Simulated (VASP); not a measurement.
# Sr: single point with LDA

Crystal: Sr.

```
CELL_PARAMETERS angstrom
0.00000 2.90289 2.90289
2.90289 0.00000 2.90289
2.90289 2.90289 0.00000
ATOMIC_POSITIONS crystal
Sr 0.00000 0.00000 0.00000
```

```yaml
Program: VASP 6.6.1
Task: single point
Functional: LDA
Potentials_or_basis: VASP PAW LDA potentials, release 64 (Sr_sv)
Cutoff: 500 eV
k_mesh: 9 × 9 × 9
Occupations: methfessel-paxton, width 0.1 eV
Spin: no spin polarisation
Dipole_correction: no
Further_INCAR_settings: ALGO = Normal; EDIFF = 1e-06; NBANDS = 11
```

```
Pressure               : 0.0 GPa
Band gap on the k mesh : 0.18 eV, indirect (least direct gap 0.19 eV)
```

Levels at points of the mesh, in eV from the valence-band top:
```tsv
k point	band 1	band 2	band 3	band 4	band 5	band 6	band 7	band 8	band 9	band 10
(0.00, 0.00, 0.00)	-36.17	-18.12	-18.12	-18.12	-3.77	2.43	2.43	2.43	4.09	4.09
```

Wall time 27 s on 1 thread of Intel Xeon 8259CL, with other jobs on the host, peak memory 0.15 GiB.

A k mesh can miss the band edges.
